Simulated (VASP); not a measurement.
# C (R-3m) in VASP: further runs

C is run at these levels: PBE; tasks: single point.

Everything below comes from runs of VASP 6.6.1. Logs are shortened: lines on timing, memory, paths and dates and some standing lists are left out, and cuts for length are marked.

### 1 The cell of the first run

The structure is trigonal, space group R-3m (No. 166). The conventional cell has a = 2.827 Å, b = 2.827 Å, c = 4.917 Å, α = 90.00°, β = 90.00°, γ = 120.00°. Within 1.6 Å of C (site symmetry 3m) lie 1 C at 1.23 Å.

### 2 Single point, PBE

File INCAR:

```
SYSTEM = C
PREC = Accurate ; ENCUT = 520
EDIFF = 1E-6 ; ISMEAR = 0
SIGMA = 0.05 ; LREAL = .False.
LASPH = .True. ; NELM = 80
ALGO = Normal ; ISIF = 2
LWAVE = .False. ; LCHARG = .False.
GGA = PE ; NBANDS = 11
```

File KPOINTS:

```
regular mesh
0
Gamma
  12 12 12
  0 0 0
```

File POSCAR:

```
C
1.0
   -0.3864880333      1.6125880011      1.6125880011
    1.6125880011     -0.3864880333      1.6125880011
    1.6125880011      1.6125880011     -0.3864880333
C
2
Direct
    0.5000000000      0.5000000000      0.5000000000
    0.7500000000      0.7500000000      0.7500000000
```

Potentials or basis: VASP PAW PBE potentials, release 64 (C).

The run is started by

```console
> cat potpaw_PBE.64/C/POTCAR > POTCAR
> mpirun -np 1 vasp_std > vasp.out
```

OUTCAR:

```text
SYSTEM = C
   PREC = Accurate
   ENCUT = 520
   EDIFF = 1E-6
   ISMEAR = 0
   LREAL = .False.
   LASPH = .True.
   NELM = 80
   ISIF = 2
   GGA = PE

 ion  position               nearest neighbor table
   1  0.500  0.500  0.500-   2 1.23   2 1.68   2 1.68   2 1.68
   2  0.750  0.750  0.750-   1 1.23   1 1.68   1 1.68   1 1.68

  LATTYP: Found a trigonal (rhomboedric) cell.
 ALAT       =     2.3130614178
 COS(alpha) =     0.2530624440

  Lattice vectors:

 A1 = (  -0.3864880333,   1.6125880011,   1.6125880011)
 A2 = (   1.6125880011,  -0.3864880333,   1.6125880011)
 A3 = (   1.6125880011,   1.6125880011,  -0.3864880333)

Analysis of symmetry for initial positions (statically):
=====================================================================
 Subroutine PRICEL returns:
 Original cell was already a primitive cell.

 Routine SETGRP: Setting up the symmetry group for a
 trigonal (rhombohedral) supercell.

 Subroutine GETGRP returns: Found 12 space group operations
 (whereof  6 operations were pure point group operations)
 out of a pool of 12 trial point group operations.

The static configuration has the point symmetry C_3v.
 The point group associated with its full space group is D_3d.

Analysis of symmetry for dynamics (positions and initial velocities):
=====================================================================
 Subroutine PRICEL returns:
 Original cell was already a primitive cell.

 Routine SETGRP: Setting up the symmetry group for a
 trigonal (rhombohedral) supercell.

 Subroutine GETGRP returns: Found 12 space group operations
 (whereof  6 operations were pure point group operations)
 out of a pool of 12 trial point group operations.

The dynamic configuration has the point symmetry C_3v.
 The point group associated with its full space group is D_3d.

 Subroutine INISYM returns: Found 12 space group operations
 (whereof  6 operations are pure point group operations),
 and found     1 'primitive' translations

----------------------------------------------------------------------------------------

                                     Primitive cell

  volume of cell :      11.3443

  direct lattice vectors                    reciprocal lattice vectors
    -0.386488033  1.612588001  1.612588001    -0.216062258  0.284168840  0.284168840
     1.612588001 -0.386488033  1.612588001     0.284168840 -0.216062258  0.284168840
     1.612588001  1.612588001 -0.386488033     0.284168840  0.284168840 -0.216062258

  length of vectors
     2.313061418  2.313061418  2.313061418     0.456274872  0.456274872  0.456274872

  position of ions in fractional coordinates (direct lattice)
     0.500000000  0.500000000  0.500000000
     0.750000000  0.750000000  0.750000000

  ion indices of the primitive-cell ions
   primitive index   ion index
                 1           1
                 2           2

----------------------------------------------------------------------------------------

 KPOINTS: regular mesh

Automatic generation of k-mesh.
 Grid dimensions read from file:
 generate k-points for:   12   12   12

 Generating k-lattice:

  Cartesian coordinates                     Fractional coordinates (reciprocal lattice)
    -0.018005188  0.023680737  0.023680737     0.083333333 -0.000000000 -0.000000000
     0.023680737 -0.018005188  0.023680737    -0.000000000  0.083333333 -0.000000000
     0.023680737  0.023680737 -0.018005188    -0.000000000 -0.000000000  0.083333333

  Length of vectors
     0.038022906  0.038022906  0.038022906

  Shift w.r.t. Gamma in fractional coordinates (k-lattice)
     0.000000000  0.000000000  0.000000000

 Subroutine IBZKPT returns following result:
 ===========================================

 Found    189 irreducible k-points:

 Following reciprocal coordinates:
            Coordinates               Weight
  0.000000  0.000000  0.000000      1.000000
  0.083333  0.000000  0.000000      6.000000
  0.166667 -0.000000 -0.000000      6.000000
  0.250000 -0.000000 -0.000000      6.000000
  0.333333 -0.000000 -0.000000      6.000000
  0.416667  0.000000 -0.000000      6.000000
[... 16 lines left out ...]
  0.500000  0.166667  0.000000     12.000000
 -0.416667  0.166667  0.000000     12.000000
 [... further k-points ...]
   k-points           NKPTS =    189   k-points in BZ     NKDIM =    189   number of bands    NBANDS=     11
   number of dos      NEDOS =    301   number of ions     NIONS =      2
   total plane-waves  NPLWV =   5832
   dimension x,y,z NGX =    18 NGY =   18 NGZ =   18
   dimension x,y,z NGXF=    36 NGYF=   36 NGZF=   36
   ions per type =               2
   NGX,Y,Z   is equivalent  to a cutoff of  12.94, 12.94, 12.94 a.u.
   NGXF,Y,Z  is equivalent  to a cutoff of  25.87, 25.87, 25.87 a.u.
 SYSTEM =  C
   PREC   = accura    normal or accurate (medium, high low for compatibility)
   ISTART =      0    job   : 0-new  1-cont  2-samecut
   ICHARG =      2    charge: 1-file 2-atom 10-const
   ISPIN  =      1    spin polarized calculation?
   LNONCOLLINEAR =      F non collinear calculations
   LSORBIT =      F    spin-orbit coupling
   LASPH  =      T    aspherical Exc in radial PAW
   ENCUT  =  520.0 eV  38.22 Ry    6.18 a.u.   4.30  4.30  4.30*2*pi/ulx,y,z
   NELM   =     80;   NELMIN=  2; NELMDL= -5     # of ELM steps
   EDIFF  = 0.1E-05   stopping-criterion for ELM
   LREAL  =      F    real-space projection
   EDIFFG = 0.1E-04   stopping-criterion for IOM
   NSW    =      0    number of steps for IOM
   IBRION =     -1    ionic relax: 0-MD 1-quasi-New 2-CG
   NFREE  =      0    steps in history (QN), initial steepest desc. (CG)
   ISIF   =      2    stress and relaxation
   ISYM   =      2    0-nonsym 1-usesym 2-fastsym
   POTIM  = 0.5000    time-step for ionic-motion
   TEBEG  =    0.0;   TEEND  =   0.0 temperature during run
   PSTRESS=    0.0 pullay stress
   NELECT =       8.0000    total number of electrons
   NUPDOWN=      -1.0000    fix difference up-down
   EMIN   =  10.00;   EMAX   =-10.00  energy-range for DOS
   EFERMI =   0.00;   METHOD = LEGACY
   ISMEAR =     0;   SIGMA  =   0.05  broadening in eV -4-tet -1-fermi 0-gaus
   EFERMI_NEDOS =   21; number of points for ismear=-14 and -15
   IALGO  =     38    algorithm
   IMIX   =      4    mixing-type and parameters
     AMIX     =   0.40;   BMIX     =  1.00
     AMIX_MAG =   1.60;   BMIX_MAG =  1.00
  volume/ion in A,a.u.               =       5.67        38.28
  Fermi-wavevector in a.u.,A,eV,Ry     =   1.457178  2.753668 28.890189  2.123369
  Thomas-Fermi vector in A             =   2.574010
   LORBIT       =      0    0 simple, 1 ext, 2 COOP (PROOUT), +10 PAW based schemes
   GGA     = PE    functional components
   LHFCALC =     F    Hartree Fock is set to
   AEXX    =    0.0000 exact exchange contribution
   IVDW    =     0    specifies the selected vdW correction
   LEPSILON=     F    determine dielectric tensor
   LRPA    =     F    only Hartree local field effects (RPA)
 non-spin polarized calculation
 Gauss-broadening in eV      SIGMA  =   0.05
  energy-cutoff  :      520.00
  volume of cell :       11.34
 maximum number of plane-waves:       316
 NGX is ok and might be reduce to    18

 number of electron       8.0000000 magnetization

 Free energy of the ion-electron system (eV)
  ---------------------------------------------------
  ext. energy  EPLUGINS =         0.00000000
  ---------------------------------------------------
  free energy    TOTEN  =       -14.57141964 eV

  energy without entropy =      -14.57138241  energy(sigma->0) =      -14.57140103

 E-fermi :  10.6721     XC(G=0): -13.1963

 val. band max:       10.6327279097   @ k =   0.0000   0.0000   0.0000
 cond. band min:      10.7198609973   @ k =   0.5000   0.5000  -0.0000
 fundamental gap:      0.0871330877
 Fermi energy:        10.6721134231

 k-point     1 :       0.0000    0.0000    0.0000
  band No.  band energies     occupation
      1     -12.1519      2.00000
      2       7.2805      2.00000
      3      10.6327      1.73472
      4      10.6327      1.73472
      5      11.9959      0.00000
      6      11.9959      0.00000
      7      14.8434      0.00000
      8      30.4680      0.00000
      9      34.0491      0.00000
     10      37.3195      0.00000
     11      37.3195      0.00000

 k-point     2 :       0.0833    0.0000    0.0000
  band No.  band energies     occupation
      1     -11.9904      2.00000
      2       6.6406      2.00000
      3       8.9388      2.00000
      4      10.4039      2.00000
      5      12.3849      0.00000
      6      13.5111      0.00000
      7      15.7074      0.00000
      8      30.2294      0.00000
      9      33.9926      0.00000
     10      34.8797      0.00000
     11      37.2909      0.00000

 k-point     3 :       0.1667   -0.0000   -0.0000
  band No.  band energies     occupation
      1     -11.5096      2.00000
      2       4.4331      2.00000
      3       7.9727      2.00000
      4      10.0731      2.00000
      5      13.1501      0.00000
      6      14.5043      0.00000
      7      17.9492      0.00000
      8      29.7668      0.00000
      9      32.4605      0.00000
     10      33.6236      0.00000
     11      37.0642      0.00000
[... 267 lines left out ...]
 k-point    23 :       0.5000    0.1667    0.0000
  band No.  band energies     occupation
      1      -7.4700      2.00000
      2      -2.9769      2.00000
      3       5.0640      2.00000
      4       8.3244      2.00000
      5      16.1218      0.00000
      6      17.4308      0.00000
      7      22.3814      0.00000
      8      26.4037      0.00000
      9      29.3541      0.00000
     10      32.2277      0.00000
     11      38.3637      0.00000

 k-point    24 :      -0.4167    0.1667    0.0000
  band No.  band energies     occupation
      1      -7.6132      2.00000
      2      -2.7478      2.00000
      3       4.5837      2.00000
      4       8.3515      2.00000
      5      16.2567      0.00000
      6      18.1214      0.00000
      7      22.8503      0.00000
      8      25.7669      0.00000
      9      30.1954      0.00000
     10      32.1365      0.00000
     11      38.0115      0.00000

 [... further k-points ...]

------------------------ aborting loop because EDIFF is reached ----------------------------------------

  FORCE on cell =-STRESS in cart. coord.  units (eV):
  Direction    XX          YY          ZZ          XY          YZ          ZX
  --------------------------------------------------------------------------------------
  -------------------------------------------------------------------------------------
  Total        5.8864802      5.8864802      5.8864802     11.0268871     11.0268871     11.0268871
  in kB      831.3616478    831.3616478    831.3616478   1557.3535922   1557.3535922   1557.3535922
  external PRESSURE =     831.3616478 kB  Pullay stress =       0.0000000 kB

 VOLUME and BASIS-vectors are now :
 -----------------------------------------------------------------------------
  energy-cutoff  :      520.00
  volume of cell :       11.34
      direct lattice vectors                 reciprocal lattice vectors
    -0.386488033  1.612588001  1.612588001    -0.216062258  0.284168840  0.284168840
     1.612588001 -0.386488033  1.612588001     0.284168840 -0.216062258  0.284168840
     1.612588001  1.612588001 -0.386488033     0.284168840  0.284168840 -0.216062258

 POSITION                                       TOTAL-FORCE (eV/Angst)
 -----------------------------------------------------------------------------------
      1.41934      1.41934      1.41934        -6.053555     -6.053555     -6.053555
      2.12902      2.12902      2.12902         6.053555      6.053555      6.053555
 -----------------------------------------------------------------------------------
    total drift:                                0.000000     -0.000000      0.000000

  FREE ENERGIE OF THE ION-ELECTRON SYSTEM (eV)
  ---------------------------------------------------
  free  energy   TOTEN  =       -14.5714196438 eV

  energy  without entropy=      -14.5713824131  energy(sigma->0) =      -14.57140103
```

Run time: 20 s. Hardware: 1 thread of AMD EPYC 7R43 (Zen 3), shared host; peak memory 0.09 GiB.

Results:

```yaml
Free_energy: -14.5714 eV
Pressure: 83.1 GPa
Largest_force: 10.485 eV/Å
Band_gap_on_the_k_mesh: 0.09 eV, indirect (least direct gap 1.36 eV)
```

Forces on the atoms (eV/Å):
```
C   -6.054 -6.054 -6.054
C    6.054  6.054  6.054
```

Caveat: forces of over 1 eV/Å act on the atoms, so gaps and moduli don't describe the material at rest. A k mesh can miss the band edges.

### 3 Single point, PBE

This run uses another cell than the first one, of the same volume but with other edges.

File INCAR:

```
SYSTEM = C
PREC     = Accurate       ! precision mode
ENCUT    = 520            ! plane-wave cutoff, eV
EDIFF    = 1E-6           ! SCF threshold, eV
ISMEAR   = 0              ! smearing method
SIGMA    = 0.05           ! smearing width, eV
LREAL    = .FALSE.        ! projectors in reciprocal space
LASPH    = .TRUE.         ! aspherical terms in the spheres
NELM     = 100            ! most SCF steps
ALGO     = Normal         ! electronic algorithm
ISIF     = 2              ! what is computed and relaxed
LWAVE    = .FALSE.        ! write WAVECAR
LCHARG   = .FALSE.        ! write CHGCAR
GGA      = PE             ! functional
NBANDS   = 11             ! bands
```

File KPOINTS:

```
Automatic mesh
0
G
  12 12 12
  0 0 0
```

File POSCAR:

```
C
1.0
    0.4347120269      2.0251218816      2.0251218816
    2.0251218816      0.4347120269      2.0251218816
    2.0251218816      2.0251218816      0.4347120269
C
2
Direct
    0.5000000000      0.5000000000      0.5000000000
    0.7500000000      0.7500000000      0.7500000000
```

Potentials or basis: VASP PAW PBE potentials, release 64 (C).

The run is started by

```console
> cat potpaw_PBE.64/C/POTCAR > POTCAR
> mpirun -np 1 vasp_std > vasp.out
```

OUTCAR:

```text
SYSTEM = C
   PREC = Accurate
   ENCUT = 520
   EDIFF = 1E-6
   ISMEAR = 0
   LREAL = .FALSE.
   LASPH = .TRUE.
   NELM = 100
   ISIF = 2
   GGA = PE

 ion  position               nearest neighbor table
   1  0.500  0.500  0.500-   2 1.45   2 1.45   2 1.45   2 1.94
   2  0.750  0.750  0.750-   1 1.45   1 1.45   1 1.45   1 1.94

  LATTYP: Found a trigonal (rhomboedric) cell.
 ALAT       =     2.8967588469
 COS(alpha) =     0.6985651702

  Lattice vectors:

[... 523 lines left out ...]

 [... further k-points ...]

------------------------ aborting loop because EDIFF is reached ----------------------------------------

  FORCE on cell =-STRESS in cart. coord.  units (eV):
  Direction    XX          YY          ZZ          XY          YZ          ZX
  --------------------------------------------------------------------------------------
  -------------------------------------------------------------------------------------
  Total        3.9311949      3.9311949      3.9311949     -6.8812812     -6.8812812     -6.8812812
  in kB      555.2120406    555.2120406    555.2120406   -971.8597771   -971.8597771   -971.8597771
  external PRESSURE =     555.2120406 kB  Pullay stress =       0.0000000 kB

 VOLUME and BASIS-vectors are now :
 -----------------------------------------------------------------------------
  energy-cutoff  :      520.00
  volume of cell :       11.34
      direct lattice vectors                 reciprocal lattice vectors
     0.434712027  2.025121882  2.025121882    -0.344856614  0.283912126  0.283912126
     2.025121882  0.434712027  2.025121882     0.283912126 -0.344856614  0.283912126
     2.025121882  2.025121882  0.434712027     0.283912126  0.283912126 -0.344856614

 POSITION                                       TOTAL-FORCE (eV/Angst)
 -----------------------------------------------------------------------------------
      2.24248      2.24248      2.24248        -1.803809     -1.803809     -1.803809
      3.36372      3.36372      3.36372         1.803809      1.803809      1.803809
 -----------------------------------------------------------------------------------
    total drift:                                0.000000      0.000000      0.000000

  FREE ENERGIE OF THE ION-ELECTRON SYSTEM (eV)
  ---------------------------------------------------
  free  energy   TOTEN  =       -15.4473248512 eV

  energy  without entropy=      -15.4469998569  energy(sigma->0) =      -15.44716235
```

stdout:

```text
POSCAR found type information on POSCAR C
 POSCAR found :  1 types and       2 ions
 scaLAPACK will be used
 LDA part: xc-table for (Slater+PW92), standard interpolation
 POSCAR, INCAR and KPOINTS ok, starting setup
 FFT: planning ... GRIDC
 FFT: planning ... GRID_SOFT
 FFT: planning ... GRID
 WAVECAR not read
 entering main loop
```

It took 37 s on 1 thread of AMD EPYC 7R43 (Zen 3), shared host; peak memory 0.11 GiB.

Results:

* Free energy: -15.4473 eV
* Pressure: 55.5 GPa
* Largest force: 3.124 eV/Å
* Band gap on the k mesh: zero (band 4 reaches 10.84 eV, above the bottom of band 5 at 9.08 eV)

Forces in eV/Å, atoms in the order of the input:
```
C   -1.804 -1.804 -1.804
C    1.804  1.804  1.804
```

Caveat: forces of over 1 eV/Å act on the atoms, so gaps and moduli don't describe the material at rest.
